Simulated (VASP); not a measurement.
# LaB6 (Pm-3m) in VASP: relaxation of the atoms with PBE

Aim: the relaxation of the atoms of LaB6 with PBE.

All numbers are computed with VASP 6.6.1; they aren't measurements. Logs are shortened: lines on timing, memory, paths and dates and some standing lists are left out, and cuts for length are marked.

**1. The cell of the first run**

It takes space group Pm-3m (No. 221, cubic). The conventional cell has a = 4.157 Å, b = 4.157 Å, c = 4.157 Å, α = 90.00°, β = 90.00°, γ = 90.00°. Within 4.2 Å of La (site symmetry m-3m) lie 24 B at 3.05 Å and 6 La at 4.16 Å. B (site symmetry 4mm) has 5 B at 1.64 to 1.78 Å within 2.2 Å.

**2. Relaxation of the atoms, PBE**

File INCAR:

```
SYSTEM = LaB6
  ALGO = Normal
  EDIFF = 1E-7
  EDIFFG = -0.002
  ENCUT = 450
  GGA = PE
  GGA_COMPAT = .False.
  IBRION = 2
  ISIF = 2
  ISMEAR = 0
  LASPH = .True.
  LCHARG = .False.
  LMAXMIX = 6
  LREAL = .False.
  LWAVE = .False.
  NELM = 200
  NELMIN = 4
  NSW = 70
  PREC = Accurate
  SIGMA = 0.1
```

File KPOINTS:

```
k-points
0
Gamma
  8 8 8
  0 0 0
```

File POSCAR:

```
LaB6
1.0
    4.1570000000      0.0000000000      0.0000000000
    0.0000000000      4.1570000000      0.0000000000
    0.0000000000      0.0000000000      4.1570000000
La B
1 6
Direct
    0.0000000000      0.0000000000      0.0000000000
    0.1975000000      0.5000000000      0.5000000000
    0.5000000000      0.1975000000      0.5000000000
    0.8025000000      0.5000000000      0.5000000000
    0.5000000000      0.8025000000      0.5000000000
    0.5000000000      0.5000000000      0.1975000000
    0.5000000000      0.5000000000      0.8025000000
```

Potentials or basis: VASP PAW PBE potentials, release 64 (La, B).

Started as:

```console
> cat potpaw_PBE.64/La/POTCAR potpaw_PBE.64/B/POTCAR > POTCAR
> mpirun -np 1 vasp_std > vasp.out
```

OUTCAR:

```text
SYSTEM = LaB6
   EDIFF = 1E-7
   EDIFFG = -0.002
   ENCUT = 450
   GGA = PE
   IBRION = 2
   ISIF = 2
   ISMEAR = 0
   LASPH = .True.
   LREAL = .False.
   NELM = 200
   NELMIN = 4
   NSW = 70
   PREC = Accurate

 ion  position               nearest neighbor table
   1  0.000  0.000  0.000-
   2  0.197  0.500  0.500-   4 1.64   3 1.78   5 1.78   6 1.78   7 1.78
   3  0.500  0.197  0.500-   5 1.64   4 1.78   2 1.78   6 1.78   7 1.78
   4  0.803  0.500  0.500-   2 1.64   3 1.78   5 1.78   6 1.78   7 1.78
   5  0.500  0.803  0.500-   3 1.64   2 1.78   4 1.78   6 1.78   7 1.78
   6  0.500  0.500  0.197-   7 1.64   3 1.78   4 1.78   5 1.78   2 1.78
   7  0.500  0.500  0.803-   6 1.64   3 1.78   4 1.78   5 1.78   2 1.78

  LATTYP: Found a simple cubic cell.
 ALAT       =     4.1570000000

  Lattice vectors:

 A1 = (   4.1570000000,   0.0000000000,   0.0000000000)
 A2 = (   0.0000000000,   4.1570000000,   0.0000000000)
 A3 = (   0.0000000000,   0.0000000000,   4.1570000000)

Analysis of symmetry for initial positions (statically):
=====================================================================
 Subroutine PRICEL returns:
 Original cell was already a primitive cell.

 Routine SETGRP: Setting up the symmetry group for a
 simple cubic supercell.

 Subroutine GETGRP returns: Found 48 space group operations
 (whereof 48 operations were pure point group operations)
 out of a pool of 48 trial point group operations.

The static configuration has the point symmetry O_h .

Analysis of symmetry for dynamics (positions and initial velocities):
=====================================================================
 Subroutine PRICEL returns:
 Original cell was already a primitive cell.

 Routine SETGRP: Setting up the symmetry group for a
 simple cubic supercell.

 Subroutine GETGRP returns: Found 48 space group operations
 (whereof 48 operations were pure point group operations)
 out of a pool of 48 trial point group operations.

The dynamic configuration has the point symmetry O_h .

 Subroutine INISYM returns: Found 48 space group operations
 (whereof 48 operations are pure point group operations),
 and found     1 'primitive' translations

----------------------------------------------------------------------------------------

                                     Primitive cell

  volume of cell :      71.8357

  direct lattice vectors                    reciprocal lattice vectors
     4.157000000  0.000000000  0.000000000     0.240558095  0.000000000  0.000000000
     0.000000000  4.157000000  0.000000000     0.000000000  0.240558095  0.000000000
     0.000000000  0.000000000  4.157000000     0.000000000  0.000000000  0.240558095

  length of vectors
     4.157000000  4.157000000  4.157000000     0.240558095  0.240558095  0.240558095

  position of ions in fractional coordinates (direct lattice)
     0.000000000  0.000000000  0.000000000
     0.197500000  0.500000000  0.500000000
     0.500000000  0.197500000  0.500000000
     0.802500000  0.500000000  0.500000000
     0.500000000  0.802500000  0.500000000
     0.500000000  0.500000000  0.197500000
     0.500000000  0.500000000  0.802500000

  ion indices of the primitive-cell ions
   primitive index   ion index
                 1           1
                 2           2
                 3           3
                 4           4
                 5           5
                 6           6
                 7           7

----------------------------------------------------------------------------------------

 KPOINTS: k-points

Automatic generation of k-mesh.
 Grid dimensions read from file:
 generate k-points for:    8    8    8

 Generating k-lattice:

  Cartesian coordinates                     Fractional coordinates (reciprocal lattice)
     0.030069762  0.000000000  0.000000000     0.125000000  0.000000000  0.000000000
     0.000000000  0.030069762  0.000000000     0.000000000  0.125000000  0.000000000
     0.000000000  0.000000000  0.030069762     0.000000000  0.000000000  0.125000000

  Length of vectors
     0.030069762  0.030069762  0.030069762

  Shift w.r.t. Gamma in fractional coordinates (k-lattice)
     0.000000000  0.000000000  0.000000000

 Subroutine IBZKPT returns following result:
 ===========================================

 Found     35 irreducible k-points:

 Following reciprocal coordinates:
            Coordinates               Weight
  0.000000  0.000000  0.000000      1.000000
  0.125000  0.000000  0.000000      6.000000
  0.250000  0.000000  0.000000      6.000000
  0.375000  0.000000  0.000000      6.000000
  0.500000  0.000000  0.000000      3.000000
  0.125000  0.125000  0.000000     12.000000
[... 16 lines left out ...]
  0.375000  0.375000  0.125000     24.000000
  0.500000  0.375000  0.125000     24.000000
 [... further k-points ...]
   k-points           NKPTS =     35   k-points in BZ     NKDIM =     35   number of bands    NBANDS=     18
   number of dos      NEDOS =    301   number of ions     NIONS =      7
   total plane-waves  NPLWV =  27000
   dimension x,y,z NGX =    30 NGY =   30 NGZ =   30
   dimension x,y,z NGXF=    60 NGYF=   60 NGZF=   60
   ions per type =               1   6
   NGX,Y,Z   is equivalent  to a cutoff of  12.00, 12.00, 12.00 a.u.
   NGXF,Y,Z  is equivalent  to a cutoff of  24.00, 24.00, 24.00 a.u.
 SYSTEM =  LaB6
   PREC   = accura    normal or accurate (medium, high low for compatibility)
   ISTART =      0    job   : 0-new  1-cont  2-samecut
   ICHARG =      2    charge: 1-file 2-atom 10-const
   ISPIN  =      1    spin polarized calculation?
   LNONCOLLINEAR =      F non collinear calculations
   LSORBIT =      F    spin-orbit coupling
   LASPH  =      T    aspherical Exc in radial PAW
   ENCUT  =  450.0 eV  33.07 Ry    5.75 a.u.   7.19  7.19  7.19*2*pi/ulx,y,z
   NELM   =    200;   NELMIN=  4; NELMDL= -5     # of ELM steps
   EDIFF  = 0.1E-06   stopping-criterion for ELM
   LREAL  =      F    real-space projection
   EDIFFG = -.2E-02   stopping-criterion for IOM
   NSW    =     70    number of steps for IOM
   IBRION =      2    ionic relax: 0-MD 1-quasi-New 2-CG
   NFREE  =      1    steps in history (QN), initial steepest desc. (CG)
   ISIF   =      2    stress and relaxation
   ISYM   =      2    0-nonsym 1-usesym 2-fastsym
   POTIM  = 0.5000    time-step for ionic-motion
   TEBEG  =    0.0;   TEEND  =   0.0 temperature during run
   PSTRESS=    0.0 pullay stress
   NELECT =      29.0000    total number of electrons
   NUPDOWN=      -1.0000    fix difference up-down
   EMIN   =  10.00;   EMAX   =-10.00  energy-range for DOS
   EFERMI =   0.00;   METHOD = LEGACY
   ISMEAR =     0;   SIGMA  =   0.10  broadening in eV -4-tet -1-fermi 0-gaus
   EFERMI_NEDOS =   21; number of points for ismear=-14 and -15
   IALGO  =     38    algorithm
   IMIX   =      4    mixing-type and parameters
     AMIX     =   0.40;   BMIX     =  1.00
     AMIX_MAG =   1.60;   BMIX_MAG =  1.00
  volume/ion in A,a.u.               =      10.26        69.25
  Fermi-wavevector in a.u.,A,eV,Ry     =   1.209932  2.286439 19.918037  1.463934
  Thomas-Fermi vector in A             =   2.345494
   LORBIT       =      0    0 simple, 1 ext, 2 COOP (PROOUT), +10 PAW based schemes
   GGA     = PE    functional components
   LHFCALC =     F    Hartree Fock is set to
   AEXX    =    0.0000 exact exchange contribution
   IVDW    =     0    specifies the selected vdW correction
   LEPSILON=     F    determine dielectric tensor
   LRPA    =     F    only Hartree local field effects (RPA)
 conjugate gradient relaxation of ions
 non-spin polarized calculation
 Gauss-broadening in eV      SIGMA  =   0.10
  energy-cutoff  :      450.00
  volume of cell :       71.84
 maximum number of plane-waves:      1596
 NGX is ok and might be reduce to    30
   NGX = 15   NGY = 15   NGZ = 15

--------------------------------------- Ionic step        1  -------------------------------------------

 number of electron      29.0000001 magnetization

 Free energy of the ion-electron system (eV)
  ---------------------------------------------------
  ext. energy  EPLUGINS =         0.00000000
  ---------------------------------------------------
  free energy    TOTEN  =       -49.03434208 eV

  energy without entropy =      -49.02998827  energy(sigma->0) =      -49.03216517

------------------------ aborting loop because EDIFF is reached ----------------------------------------

  FORCE on cell =-STRESS in cart. coord.  units (eV):
  Direction    XX          YY          ZZ          XY          YZ          ZX
  --------------------------------------------------------------------------------------
  -------------------------------------------------------------------------------------
  Total       -0.3158117     -0.3158117     -0.3158117      0.0000000     -0.0000000      0.0000000
  in kB       -7.0436658     -7.0436658     -7.0436658      0.0000000     -0.0000000      0.0000000
  external PRESSURE =      -7.0436658 kB  Pullay stress =       0.0000000 kB
[... 67 lines left out ...]
  energy  without entropy=      -48.9780671742  energy(sigma->0) =      -48.97981069

--------------------------------------- Ionic step        3  -------------------------------------------

 number of electron      29.0000001 magnetization

 Free energy of the ion-electron system (eV)
  ---------------------------------------------------
  ext. energy  EPLUGINS =         0.00000000
  ---------------------------------------------------
  free energy    TOTEN  =       -49.05130723 eV

  energy without entropy =      -49.04750251  energy(sigma->0) =      -49.04940487

 E-fermi :   8.4981     XC(G=0): -11.2522

 val. band max:        8.3749179850   @ k =   0.3750   0.2500   0.1250
 cond. band min:       8.5060252284   @ k =   0.2500   0.2500   0.0000
 fundamental gap:      0.1311072435
 Fermi energy:         8.4980732260

 k-point     1 :       0.0000    0.0000    0.0000
  band No.  band energies     occupation
      1     -24.5204      2.00000
      2      -8.2464      2.00000
      3      -8.2464      2.00000
      4      -8.2464      2.00000
      5      -6.9617      2.00000
      6       0.6594      2.00000
[... 10 lines left out ...]
     17       8.7699      0.00012
     18      10.0640      0.00000
[... 466 lines left out ...]
      2      -8.7039      2.00000
      3      -8.5829      2.00000
      4      -8.1774      2.00000
      5      -6.3313      2.00000
      6      -1.0798      2.00000
[... 10 lines left out ...]
     17      10.4311      0.00000
     18      10.4512      0.00000

 [... further k-points ...]
[... 5 lines left out ...]
  --------------------------------------------------------------------------------------
  -------------------------------------------------------------------------------------
  Total       -0.1453732     -0.1453732     -0.1453732     -0.0000000      0.0000000      0.0000000
  in kB       -3.2423132     -3.2423132     -3.2423132     -0.0000000      0.0000000      0.0000000
  external PRESSURE =      -3.2423132 kB  Pullay stress =       0.0000000 kB
[... 22 lines left out ...]
  FREE ENERGIE OF THE ION-ELECTRON SYSTEM (eV)
  ---------------------------------------------------
  free  energy   TOTEN  =       -49.0513072346 eV

  energy  without entropy=      -49.0475025101  energy(sigma->0) =      -49.04940487

 reached required accuracy - stopping structural energy minimisation
```

It took 1.7 min on 1 thread of AMD EPYC 7R13, shared host; peak memory 0.2 GiB.

Results:

```
Free energy               : -49.0513 eV
Energy gained by relaxing : 2.4 meV/atom
Ionic steps               : 3
Pressure after relaxing   : -0.3 GPa
Band gap on the k mesh    : zero (an odd number of electrons rules out a gap without spin polarisation)
```

The path:
| step | energy change (eV) | largest force (eV/Å) | pressure (GPa) |
| --- | --- | --- | --- |
| 1 | 0.0000 | 0.5976 | -0.70 |
| 2 | 0.0528 | 1.1984 | 0.95 |
| 3 | -0.0170 | 0.0008 | -0.32 |

Final structure:
```
La B
1.0
     4.15700    0.00000    0.00000
     0.00000    4.15700    0.00000
     0.00000    0.00000    4.15700
La B
1 6
Cartesian
  0.0000 0.0000 0.0000
  0.8305 2.0785 2.0785
  2.0785 0.8305 2.0785
  3.3265 2.0785 2.0785
  2.0785 3.3265 2.0785
  2.0785 2.0785 0.8305
  2.0785 2.0785 3.3265
```

Levels at points of the mesh, in eV from the Fermi level:
```csv
k point,band 11,band 12,band 13,band 14,band 15,band 16,band 17,band 18
"(0.00, 0.00, 0.00)",-6.90,-1.80,-1.80,-1.80,0.27,0.27,0.27,1.57
"(0.50, 0.00, 0.00)",-3.39,-3.39,-3.13,-2.40,-1.42,1.51,1.63,1.63
"(0.50, 0.50, 0.00)",-4.38,-4.38,-2.82,-2.82,1.08,1.08,1.98,2.01
"(0.50, 0.50, 0.50)",-4.65,-2.33,-2.33,-2.33,1.51,1.80,1.80,1.81
```

Caveat: spin-orbit coupling is left out, which moves the levels of the heavy elements; an odd number of electrons without spin polarisation forces a metal; a magnetic or distorted state may lie lower.

The gap in the log of VASP goes by the Fermi energy; the results here count the filled bands.